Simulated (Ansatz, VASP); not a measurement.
Be16CO: VASP beside Ansatz

```
Be C O
1.0
     4.52544    0.00000    0.00000
    -2.26272    3.91914    0.00000
     0.00000    0.00000   23.47617
Be C O
16 1 1
Cartesian
  1.1314 0.6532 4.0000
  0.0000 2.6128 4.0000
  3.3941 0.6532 4.0000
  2.2627 2.6128 4.0000
  0.0000 1.3064 5.7834
  -1.1314 3.2660 5.7834
  2.2627 1.3064 5.7834
  1.1314 3.2660 5.7834
  1.1314 0.6532 7.6108
  0.0000 2.6128 7.6108
  3.3941 0.6532 7.6108
  2.2627 2.6128 7.6108
  0.0000 1.3064 9.4762
  -1.1314 3.2660 9.4762
  2.2627 1.3064 9.4762
  1.1314 3.2660 9.4762
  0.0000 1.3064 10.8962
  0.0000 1.3064 12.0562
```

Alike in both runs: task single point; functional PBE; k mesh 6 × 6 × 1; occupations gaussian, width 0.1 eV; no spin polarisation.

```csv
,VASP,Ansatz
version,VASP 6.6.1,Ansatz 0.2.0
potentials or method,"VASP PAW PBE potentials, release 64 (Be, C, O), cutoff 520 eV","scalar-relativistic, plane waves, PAW"
valence electrons in the cell,42,42
```

```csv
,VASP,Ansatz,Ansatz less VASP
gap on the k mesh at the Fermi level (eV),none,none,-
rms of the force components (eV/Å),1.179,1.244,+0.0652
```

Atom by atom the forces differ by 0.150 eV/Å (rms over components). A gap of «none» marks a metal or a gap that the smearing closes. The functional is the same, so the differences come from potentials, cutoffs and numerics.

Noted on VASP's run: the standard files for N, O and F lose accuracy on very short bonds.
